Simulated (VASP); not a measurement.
Set up this calculation in VASP 6.6.1, as the native input.

```yaml
Task: single point
Functional: r2SCAN
Potentials_or_basis: VASP PAW PBE potentials, release 64 (Au)
Cutoff: 520 eV
k_mesh: 20 × 20 × 20
Occupations: gaussian, width 0.15 eV
Spin: no spin polarisation
Dipole_correction: no
Further_INCAR_settings: ALGO = Normal; EDIFF = 1e-06; NBANDS = 12
```

Crystal: Au.

```
CELL_PARAMETERS angstrom
-1.61584 1.61584 1.65727
1.61584 -1.61584 1.65727
1.61584 1.61584 -1.65727
ATOMIC_POSITIONS crystal
Au 0.00000 0.00000 0.00000
```

This cell differs from its parent crystal: strain -0.025 along x and y, +0.000 along z.

The input as run:

POSCAR

```
Au
1.0
   -1.6158372750      1.6158372750      1.6572690000
    1.6158372750     -1.6158372750      1.6572690000
    1.6158372750      1.6158372750     -1.6572690000
Au
1
Direct
    0.0000000000      0.0000000000      0.0000000000
```

INCAR.step1

```
SYSTEM = Au
PREC     = Accurate       ! precision mode
ENCUT    = 520            ! plane-wave cutoff, eV
ISMEAR   = 0              ! smearing method
SIGMA    = 0.15           ! smearing width, eV
LREAL    = .False.        ! projectors in reciprocal space
LASPH    = .True.         ! aspherical terms in the spheres
NELM     = 100            ! most SCF steps
NBANDS   = 12             ! bands
GGA      = PE             ! functional
ALGO     = Normal         ! electronic algorithm
EDIFF    = 1E-4           ! SCF threshold, eV
LWAVE    = .True.         ! write WAVECAR
LCHARG   = .False.        ! write CHGCAR
```

INCAR.step2

```
SYSTEM = Au
PREC     = Accurate       ! precision mode
ENCUT    = 520            ! plane-wave cutoff, eV
EDIFF    = 1E-6           ! SCF threshold, eV
ISMEAR   = 0              ! smearing method
SIGMA    = 0.15           ! smearing width, eV
LREAL    = .False.        ! projectors in reciprocal space
LASPH    = .True.         ! aspherical terms in the spheres
NELM     = 100            ! most SCF steps
ALGO     = Normal         ! electronic algorithm
ISIF     = 2              ! what is computed and relaxed
LWAVE    = .False.        ! write WAVECAR
LCHARG   = .False.        ! write CHGCAR
METAGGA  = R2SCAN         ! meta-GGA
LMIXTAU  = .True.       
NBANDS   = 12             ! bands
ISTART   = 1
```

KPOINTS

```
Automatic mesh
0
Gamma
  20 20 20
  0 0 0
```

Potentials or basis: VASP PAW PBE potentials, release 64 (Au).

Launch:

```bash
$ cat potpaw_PBE.64/Au/POTCAR > POTCAR
$ cp INCAR.step1 INCAR
$ mpirun -np 1 vasp_std > vasp.out
$ cp INCAR.step2 INCAR
$ mpirun -np 1 vasp_std > vasp.out
```

Results of the run:

```yaml
Pressure: 2.8 GPa
Band_gap_on_the_k_mesh: zero (an odd number of electrons rules out a gap without spin polarisation)
```

Caveat: the cell differs from its parent crystal (strain -0.025 along x and y, +0.000 along z); the PAW data sets were made with another functional, which shifts forces and pressure a little; spin-orbit coupling is left out, which moves the levels of the heavy elements.

Run time: 8.6 min on 1 thread of Intel Xeon 8259CL, on a shared host, peak memory 0.25 GiB.
